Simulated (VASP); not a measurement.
A run of VASP 6.6.1:

The input INCAR:

```
SYSTEM = Cr
PREC     = Accurate       ! precision mode
ENCUT    = 600            ! plane-wave cutoff, eV
EDIFF    = 1E-6           ! SCF threshold, eV
ISMEAR   = -1             ! smearing method
SIGMA    = 0.05           ! smearing width, eV
LREAL    = .False.        ! projectors in reciprocal space
LASPH    = .True.         ! aspherical terms in the spheres
NELM     = 150            ! most SCF steps
ALGO     = Normal         ! electronic algorithm
ISIF     = 3              ! what is computed and relaxed
LWAVE    = .False.        ! write WAVECAR
LCHARG   = .False.        ! write CHGCAR
ISPIN    = 2              ! spin polarisation
MAGMOM   = 3              ! initial moments
LORBIT   = 11             ! projections on sites
LMAXMIX  = 4              ! l up to which the mixer works
GGA      = RE             ! functional
IVDW     = 12             ! dispersion correction
IBRION   = 2              ! ionic algorithm
NSW      = 80             ! ionic steps
EDIFFG   = -0.03          ! ionic threshold
```

Contents of KPOINTS:

```
regular mesh
0
Gamma
  14 14 14
  0 0 0
```

POSCAR

```
Cr
1.0
   -1.4419500000      1.4419500000      1.4419500000
    1.4419500000     -1.4419500000      1.4419500000
    1.4419500000      1.4419500000     -1.4419500000
Cr
1
Direct
    0.0000000000      0.0000000000      0.0000000000
```

Potentials or basis: VASP PAW PBE potentials, release 64 (Cr_pv).

Command:

```sh
$ cat potpaw_PBE.64/Cr_pv/POTCAR > POTCAR
$ mpirun -np 1 vasp_std > vasp.out
```

Hardware: 1 thread of Intel Xeon 8259CL, on a shared host.

Problem. Estimate the wall time of this run.

Solution. Wall time 90 s on 1 thread of Intel Xeon 8259CL, on a shared host, peak memory 0.17 GiB. Counts: scf iterations 36, k points 104, ion steps 4.
